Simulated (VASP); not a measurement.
Runs of VASP 6.6.1 on TlSbO2. The structure is that of space group R-3m (No. 166), or close to it. The cells are those of the table. 

| task | level | cell | k mesh | cutoff (eV) | gap on the mesh (eV) | pressure (GPa) | largest force (eV/Å) |
| --- | --- | --- | --- | --- | --- | --- | --- |
| single point | r2SCAN+rVV10 | a = 6.736 Å, angles 30.1°, 4 atoms | 8 × 8 × 8 | 520 | none | -0.3 | (a) |
| relaxation of cell and atoms | PBEsol | relaxed from a = 5.073 Å, angles 33.6°, 4 atoms | 8 × 8 × 8 | 600 | none | 0.0 | - |
| single point | PBEsol | a = 6.732 Å, angles 30.0°, 4 atoms | 8 × 8 × 8 | 520 | none | -0.5 | 0.04 |
| single point | r2SCAN+rVV10 | a = 6.736 Å, angles 30.1°, 4 atoms | 10 × 10 × 10 | 520 | none | -0.3 | 0.06 |

Alike in all rows: potentials or basis VASP PAW PBE potentials, release 64 (Tl_d, Sb, O); no spin polarisation; smearing fermi-dirac 0.03 eV.

Estimate the missing entries.

(a) 0.05.

Caveats: the PAW data sets were made with another functional, which shifts forces and pressure a little; spin-orbit coupling is left out, which moves the levels of the heavy elements.

A k mesh can miss the band edges, and the runs leave out spin-orbit coupling on Sb, Tl.

A gap of «none» marks levels without a gap at the run's occupations.
